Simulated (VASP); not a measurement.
A run of VASP 6.6.1 is set up as follows.

Contents of INCAR:

```
SYSTEM = Sn
  PREC = Accurate
  ENCUT = 520
  EDIFF = 1E-7
  ISMEAR = 0
  SIGMA = 0.1
  LREAL = .FALSE.
  LASPH = .TRUE.
  NELM = 100
  ALGO = Normal
  ISIF = 2
  LWAVE = .FALSE.
  LCHARG = .FALSE.
  GGA = CA
  NBANDS = 21
```

File KPOINTS:

```
regular mesh
0
G
  12 12 12
  0 0 0
```

File POSCAR:

```
Sn
1.0
    0.0000000000      3.2370442824      3.2370442824
    3.2370442824      0.0000000000      3.2370442824
    3.2370442824      3.2370442824      0.0000000000
Sn
2
Direct
    0.5000000000      0.5000000000      0.5000000000
    0.7500000000      0.7500000000      0.7500000000
```

Potentials or basis: VASP PAW LDA potentials, release 64 (Sn_d).

Command:

```sh
$ cat potpaw_LDA.64/Sn_d/POTCAR > POTCAR
$ mpirun -np 1 vasp_std > vasp.out
```

(1) What does it give for the band gap on the k mesh?

(2) Predict the pressure.

Answers

(1) zero (band 14 reaches 5.53 eV, above the bottom of band 15 at 5.36 eV).

(2) 0.0 GPa.

Caveat: spin-orbit coupling is left out, which moves the levels of the heavy elements.
